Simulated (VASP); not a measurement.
# In3B (Pm-3m) in VASP: a series of runs

The runs below take In3B through single point, relaxation of cell and atoms, with r2SCAN.

Program: VASP 6.6.1. These are calculated values, not measurements. Logs are shortened: lines on timing, memory, paths and dates and some standing lists are left out, and cuts for length are marked.

## 1. The cell of the first run

Symmetry: Pm-3m, No. 221, cubic system. The conventional cell has a = 4.431 Å, b = 4.431 Å, c = 4.431 Å, α = 90.00°, β = 90.00°, γ = 90.00°. Within 4.1 Å of In (site symmetry 4/mmm) lie 8 In at 3.13 Å and 4 B at 3.13 Å. B (site symmetry m-3m) has 12 In at 3.13 Å within 4.1 Å.

## 2. Single point, r2SCAN

File POSCAR:

```
In3B
1.0
    4.4308818304      0.0000000000      0.0000000000
    0.0000000000      4.4308818304      0.0000000000
    0.0000000000      0.0000000000      4.4308818304
In B
3 1
Direct
    0.0000000000      0.5000000000      0.5000000000
    0.5000000000      0.0000000000      0.5000000000
    0.5000000000      0.5000000000      0.0000000000
    0.0000000000      0.0000000000      0.0000000000
```

File INCAR.step1:

```
  PREC = Accurate
  ENCUT = 520
  ISMEAR = 0
  SIGMA = 0.1
  LREAL = False
  LASPH = True
  NELM = 100
  NBANDS = 29
  GGA = PE
  ALGO = Normal
  EDIFF = 1E-4
  LWAVE = True
  LCHARG = False
```

File INCAR.step2:

```
  PREC = Accurate
  ENCUT = 520
  EDIFF = 1E-6
  ISMEAR = 0
  SIGMA = 0.1
  LREAL = False
  LASPH = True
  NELM = 100
  ALGO = Normal
  ISIF = 2
  LWAVE = False
  LCHARG = True
  METAGGA = R2SCAN
  LMIXTAU = True
  LELF = True
  LVHAR = True
  NBANDS = 29
  ISTART = 1
```

File KPOINTS:

```
regular mesh
0
Gamma
  4 4 4
```

Potentials or basis: VASP PAW PBE potentials, release 64 (In_d, B).

Started as:

```sh
cat potpaw_PBE.64/In_d/POTCAR potpaw_PBE.64/B/POTCAR > POTCAR
cp INCAR.step1 INCAR
mpirun -np 1 vasp_std > vasp.out
cp INCAR.step2 INCAR
mpirun -np 1 vasp_std > vasp.out
```

OUTCAR:

```text
PREC = Accurate
   ENCUT = 520
   EDIFF = 1E-6
   ISMEAR = 0
   LREAL = False
   LASPH = True
   NELM = 100
   ISIF = 2
   METAGGA = R2SCAN
   ISTART = 1

 ion  position               nearest neighbor table
   1  0.000  0.500  0.500-   2 3.13   3 3.13   3 3.13   2 3.13   2 3.13   3 3.13   3 3.13   2 3.13

   2  0.500  0.000  0.500-   1 3.13   3 3.13   3 3.13   1 3.13   3 3.13   3 3.13   1 3.13   1 3.13

   3  0.500  0.500  0.000-   1 3.13   2 3.13   1 3.13   2 3.13   2 3.13   2 3.13   1 3.13   1 3.13

   4  0.000  0.000  0.000-

  LATTYP: Found a simple cubic cell.
 ALAT       =     4.4308818304

  Lattice vectors:

 A1 = (   4.4308818304,   0.0000000000,   0.0000000000)
 A2 = (   0.0000000000,   4.4308818304,   0.0000000000)
 A3 = (   0.0000000000,   0.0000000000,   4.4308818304)

Analysis of symmetry for initial positions (statically):
=====================================================================
 Subroutine PRICEL returns:
 Original cell was already a primitive cell.

 Routine SETGRP: Setting up the symmetry group for a
 simple cubic supercell.

 Subroutine GETGRP returns: Found 48 space group operations
 (whereof 48 operations were pure point group operations)
 out of a pool of 48 trial point group operations.

The static configuration has the point symmetry O_h .

Analysis of symmetry for dynamics (positions and initial velocities):
=====================================================================
 Subroutine PRICEL returns:
 Original cell was already a primitive cell.

 Routine SETGRP: Setting up the symmetry group for a
 simple cubic supercell.

 Subroutine GETGRP returns: Found 48 space group operations
 (whereof 48 operations were pure point group operations)
 out of a pool of 48 trial point group operations.

The dynamic configuration has the point symmetry O_h .

 Subroutine INISYM returns: Found 48 space group operations
 (whereof 48 operations are pure point group operations),
 and found     1 'primitive' translations

----------------------------------------------------------------------------------------

                                     Primitive cell

  volume of cell :      86.9902

  direct lattice vectors                    reciprocal lattice vectors
     4.430881830  0.000000000  0.000000000     0.225688709  0.000000000  0.000000000
     0.000000000  4.430881830  0.000000000     0.000000000  0.225688709  0.000000000
     0.000000000  0.000000000  4.430881830     0.000000000  0.000000000  0.225688709

  length of vectors
     4.430881830  4.430881830  4.430881830     0.225688709  0.225688709  0.225688709

  position of ions in fractional coordinates (direct lattice)
     0.000000000  0.500000000  0.500000000
     0.500000000  0.000000000  0.500000000
     0.500000000  0.500000000  0.000000000
     0.000000000  0.000000000  0.000000000

  ion indices of the primitive-cell ions
   primitive index   ion index
                 1           1
                 2           2
                 3           3
                 4           4

----------------------------------------------------------------------------------------

 KPOINTS: regular mesh

Automatic generation of k-mesh.
 Grid dimensions read from file:
 generate k-points for:    4    4    4

 Generating k-lattice:

  Cartesian coordinates                     Fractional coordinates (reciprocal lattice)
     0.056422177  0.000000000  0.000000000     0.250000000  0.000000000  0.000000000
     0.000000000  0.056422177  0.000000000     0.000000000  0.250000000  0.000000000
     0.000000000  0.000000000  0.056422177     0.000000000  0.000000000  0.250000000

  Length of vectors
     0.056422177  0.056422177  0.056422177

  Shift w.r.t. Gamma in fractional coordinates (k-lattice)
     0.000000000  0.000000000  0.000000000

 Subroutine IBZKPT returns following result:
 ===========================================

 Found     10 irreducible k-points:

 Following reciprocal coordinates:
            Coordinates               Weight
  0.000000  0.000000  0.000000      1.000000
  0.250000  0.000000  0.000000      6.000000
  0.500000  0.000000  0.000000      3.000000
  0.250000  0.250000  0.000000     12.000000
  0.500000  0.250000  0.000000     12.000000
  0.500000  0.500000  0.000000      3.000000
  0.250000  0.250000  0.250000      8.000000
  0.500000  0.250000  0.250000     12.000000
  0.500000  0.500000  0.250000      6.000000
  0.500000  0.500000  0.500000      1.000000
   k-points           NKPTS =     10   k-points in BZ     NKDIM =     10   number of bands    NBANDS=     29
   number of dos      NEDOS =    301   number of ions     NIONS =      4
   total plane-waves  NPLWV =  46656
   dimension x,y,z NGX =    36 NGY =   36 NGZ =   36
   dimension x,y,z NGXF=    72 NGYF=   72 NGZF=   72
   ions per type =               3   1
   NGX,Y,Z   is equivalent  to a cutoff of  13.51, 13.51, 13.51 a.u.
   NGXF,Y,Z  is equivalent  to a cutoff of  27.01, 27.01, 27.01 a.u.
 SYSTEM =  unknown system
   PREC   = accura    normal or accurate (medium, high low for compatibility)
   ISTART =      1    job   : 0-new  1-cont  2-samecut
   ICHARG =      0    charge: 1-file 2-atom 10-const
   ISPIN  =      1    spin polarized calculation?
   LNONCOLLINEAR =      F non collinear calculations
   LSORBIT =      F    spin-orbit coupling
   LASPH  =      T    aspherical Exc in radial PAW
   ENCUT  =  520.0 eV  38.22 Ry    6.18 a.u.   8.24  8.24  8.24*2*pi/ulx,y,z
   NELM   =    100;   NELMIN=  2; NELMDL=  0     # of ELM steps
   EDIFF  = 0.1E-05   stopping-criterion for ELM
   LREAL  =      F    real-space projection
   EDIFFG = 0.1E-04   stopping-criterion for IOM
   NSW    =      0    number of steps for IOM
   IBRION =     -1    ionic relax: 0-MD 1-quasi-New 2-CG
   NFREE  =      0    steps in history (QN), initial steepest desc. (CG)
   ISIF   =      2    stress and relaxation
   ISYM   =      2    0-nonsym 1-usesym 2-fastsym
   POTIM  = 0.5000    time-step for ionic-motion
   TEBEG  =    0.0;   TEEND  =   0.0 temperature during run
   PSTRESS=    0.0 pullay stress
   NELECT =      42.0000    total number of electrons
   NUPDOWN=      -1.0000    fix difference up-down
   EMIN   =  10.00;   EMAX   =-10.00  energy-range for DOS
   EFERMI =   0.00;   METHOD = LEGACY
   ISMEAR =     0;   SIGMA  =   0.10  broadening in eV -4-tet -1-fermi 0-gaus
   EFERMI_NEDOS =   21; number of points for ismear=-14 and -15
   IALGO  =     38    algorithm
   IMIX   =      4    mixing-type and parameters
     AMIX     =   0.40;   BMIX     =  1.00
     AMIX_MAG =   1.60;   BMIX_MAG =  1.00
  volume/ion in A,a.u.               =      21.75       146.76
  Fermi-wavevector in a.u.,A,eV,Ry     =   1.284304  2.426982 22.441942  1.649436
  Thomas-Fermi vector in A             =   2.416505
   LORBIT       =      0    0 simple, 1 ext, 2 COOP (PROOUT), +10 PAW based schemes
   METAGGA = R2SCAN    functional components
   LHFCALC =     F    Hartree Fock is set to
   AEXX    =    0.0000 exact exchange contribution
   IVDW    =     0    specifies the selected vdW correction
   LEPSILON=     F    determine dielectric tensor
   LRPA    =     F    only Hartree local field effects (RPA)
 non-spin polarized calculation
 Gauss-broadening in eV      SIGMA  =   0.10
  energy-cutoff  :      520.00
  volume of cell :       86.99
 maximum number of plane-waves:      2360
 NGX is ok and might be reduce to    36
   NGX = 17   NGY = 17   NGZ = 17

 number of electron      41.9999993 magnetization

 Free energy of the ion-electron system (eV)
  ---------------------------------------------------
  ext. energy  EPLUGINS =         0.00000000
  ---------------------------------------------------
  free energy    TOTEN  =       -71.39711886 eV

  energy without entropy =      -71.36739345  energy(sigma->0) =      -71.38225615

 E-fermi :   7.1825     XC(G=0): -11.2398

 val. band max:        7.1226265700   @ k =   0.2500   0.2500   0.0000
 cond. band min:       7.1939025734   @ k =   0.5000   0.2500   0.0000
 fundamental gap:      0.0712760035
 Fermi energy:         7.1824881072

 k-point     1 :       0.0000    0.0000    0.0000
  band No.  band energies     occupation
      1      -8.3793      2.00000
      2      -8.3549      2.00000
      3      -8.3549      2.00000
      4      -8.3549      2.00000
      5      -8.0826      2.00000
      6      -8.0826      2.00000
[... 21 lines left out ...]
     28      12.9952      0.00000
     29      14.7692      0.00000

 k-point     2 :       0.2500    0.0000    0.0000
  band No.  band energies     occupation
      1      -8.3380      2.00000
      2      -8.2928      2.00000
      3      -8.2519      2.00000
      4      -8.2519      2.00000
      5      -8.0683      2.00000
      6      -8.0131      2.00000
[... 21 lines left out ...]
     28      12.4199      0.00000
     29      15.9235      0.00000

 k-point     3 :       0.5000    0.0000    0.0000
  band No.  band energies     occupation
      1      -8.3198      2.00000
      2      -8.1701      2.00000
      3      -8.0417      2.00000
      4      -8.0195      2.00000
      5      -8.0195      2.00000
      6      -7.9524      2.00000
[... 21 lines left out ...]
     28      13.2553      0.00000
     29      14.7606      0.00000

 k-point     4 :       0.2500    0.2500    0.0000
  band No.  band energies     occupation
      1      -8.2696      2.00000
      2      -8.2554      2.00000
      3      -8.2039      2.00000
      4      -8.1669      2.00000
      5      -8.0348      2.00000
      6      -7.9629      2.00000
[... 149 lines left out ...]
     28      14.9004      0.00000
     29      15.1290      0.00000

 k-point     9 :       0.5000    0.5000    0.2500
  band No.  band energies     occupation
      1      -8.1726      2.00000
      2      -8.1726      2.00000
      3      -8.1677      2.00000
      4      -8.0953      2.00000
      5      -8.0629      2.00000
      6      -8.0629      2.00000
[... 21 lines left out ...]
     28      15.8662      0.00000
     29      15.8662      0.00000

 k-point    10 :       0.5000    0.5000    0.5000
  band No.  band energies     occupation
      1      -8.2194      2.00000
      2      -8.2194      2.00000
      3      -8.2194      2.00000
      4      -8.1585      2.00000
      5      -8.0892      2.00000
      6      -8.0892      2.00000
[... 21 lines left out ...]
     28      17.8667      0.00000
     29      18.8811      0.00000

------------------------ aborting loop because EDIFF is reached ----------------------------------------

  FORCE on cell =-STRESS in cart. coord.  units (eV):
  Direction    XX          YY          ZZ          XY          YZ          ZX
  --------------------------------------------------------------------------------------
  -------------------------------------------------------------------------------------
  Total       -0.0499227     -0.0499227     -0.0499227     -0.0000000      0.0000000     -0.0000000
  in kB       -0.9194716     -0.9194716     -0.9194716     -0.0000000      0.0000000     -0.0000000
  external PRESSURE =      -0.9194716 kB  Pullay stress =       0.0000000 kB

 VOLUME and BASIS-vectors are now :
 -----------------------------------------------------------------------------
  energy-cutoff  :      520.00
  volume of cell :       86.99
      direct lattice vectors                 reciprocal lattice vectors
     4.430881830  0.000000000  0.000000000     0.225688709  0.000000000  0.000000000
     0.000000000  4.430881830  0.000000000     0.000000000  0.225688709  0.000000000
     0.000000000  0.000000000  4.430881830     0.000000000  0.000000000  0.225688709

 POSITION                                       TOTAL-FORCE (eV/Angst)
 -----------------------------------------------------------------------------------
      0.00000      2.21544      2.21544         0.000000      0.000000      0.000000
      2.21544      0.00000      2.21544         0.000000      0.000000      0.000000
      2.21544      2.21544      0.00000         0.000000      0.000000      0.000000
      0.00000      0.00000      0.00000         0.000000      0.000000      0.000000
 -----------------------------------------------------------------------------------
    total drift:                                0.000000      0.000000      0.000000

  FREE ENERGIE OF THE ION-ELECTRON SYSTEM (eV)
  ---------------------------------------------------
  free  energy   TOTEN  =       -71.3971188581 eV

  energy  without entropy=      -71.3673934468  energy(sigma->0) =      -71.38225615
```

Wall time 57 s (1 thread of Intel Xeon Platinum 8488C (Sapphire Rapids), shared host); peak memory 0.21 GiB.

Results:

* Free energy: -71.3971 eV
* Pressure: -0.1 GPa
* Band gap on the k mesh: zero (bands 21 and 22 overlap by 4.52 eV)

Levels at points of the mesh, in eV from the Fermi level:
```
           k point  band 18  band 19  band 20  band 21  band 22  band 23  band 24  band 25
(0.00, 0.00, 0.00)    -2.50    -2.50    -2.50    -1.04    -1.04     3.00     3.00     3.00
(0.50, 0.00, 0.00)    -2.40    -0.40    -0.40    -0.17     0.08     0.08     1.08     2.38
(0.50, 0.50, 0.00)    -6.03    -6.03     0.79     0.93     1.88     1.88     2.52     2.62
(0.50, 0.50, 0.50)    -4.11    -4.11    -4.11    -3.59    -3.59    -3.59     5.70     5.70
```

Caveat: the PAW data sets were made with another functional, which shifts forces and pressure a little; spin-orbit coupling is left out, which moves the levels of the heavy elements.

(Continued in part 2 of 2.)
